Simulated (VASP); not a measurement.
PbO: single point with r2SCAN

Crystal: PbO.

```xyz
4
Lattice="3.9901 0.0000 0.0000 0.0000 3.9901 0.0000 0.0000 0.0000 5.6327" Properties=species:S:1:pos:R:3 pbc="T T T"
Pb    0.0000    1.9950    1.1904
Pb    1.9950    0.0000    4.4422
O     0.0000    0.0000    0.0000
O     1.9950    1.9950    0.0000
```

* Program: VASP 6.6.1
* Task: single point
* Functional: r2SCAN
* Potentials or basis: VASP PAW PBE potentials, release 64 (Pb_d, O)
* Cutoff: 520 eV
* k mesh: 8 × 8 × 6
* Occupations: gaussian, width 0.02 eV
* Spin: no spin polarisation

| Quantity | Value |
| --- | --- |
| Pressure | -0.1 GPa |
| Largest force | 0.118 eV/Å |
| Band gap on the k mesh | 2.12 eV (least direct gap 2.34 eV) |

Forces on the atoms (eV/Å):
```
Pb   0.000  0.000  0.118
Pb   0.000  0.000 -0.118
O    0.000  0.000  0.000
O    0.000  0.000  0.000
```

Stress tensor (GPa, compression positive):
```
-0.02  0.00  0.00
 0.00 -0.02  0.00
 0.00  0.00 -0.15
```

Levels at points of the mesh, in eV from the valence-band top:
| k point | band 16 | band 17 | band 18 | band 19 | band 20 | band 21 | band 22 | band 23 | band 24 | band 25 |
| --- | --- | --- | --- | --- | --- | --- | --- | --- | --- | --- |
| (0.00, 0.00, 0.00) | -4.24 | -1.73 | -1.68 | -1.68 | 0.00 | 2.34 | 4.75 | 6.48 | 6.48 | 6.56 |
| (0.50, 0.00, 0.00) | -3.28 | -3.01 | -3.01 | -1.49 | -1.49 | 3.44 | 3.44 | 6.22 | 6.22 | 7.29 |
| (0.50, 0.50, 0.00) | -3.54 | -1.74 | -1.74 | -1.04 | -1.04 | 2.12 | 2.12 | 5.58 | 5.58 | 7.26 |
| (0.00, 0.00, 0.50) | -4.19 | -1.74 | -1.69 | -1.69 | -0.97 | 2.24 | 4.73 | 5.00 | 5.00 | 8.22 |
| (0.50, 0.00, 0.50) | -3.52 | -3.00 | -3.00 | -1.07 | -1.07 | 3.13 | 3.13 | 6.98 | 6.98 | 7.09 |
| (0.50, 0.50, 0.50) | -3.71 | -2.00 | -2.00 | -1.05 | -1.05 | 4.07 | 4.07 | 4.36 | 4.36 | 6.04 |

Run time: 6 min on 1 thread of AMD EPYC 7R43 64-Core Processor (Zen 3), on a shared host, peak memory 0.25 GiB.

Caveat: the PAW data sets were made with another functional, which shifts forces and pressure a little; spin-orbit coupling is left out, which moves the levels of the heavy elements. A k mesh can miss the band edges.
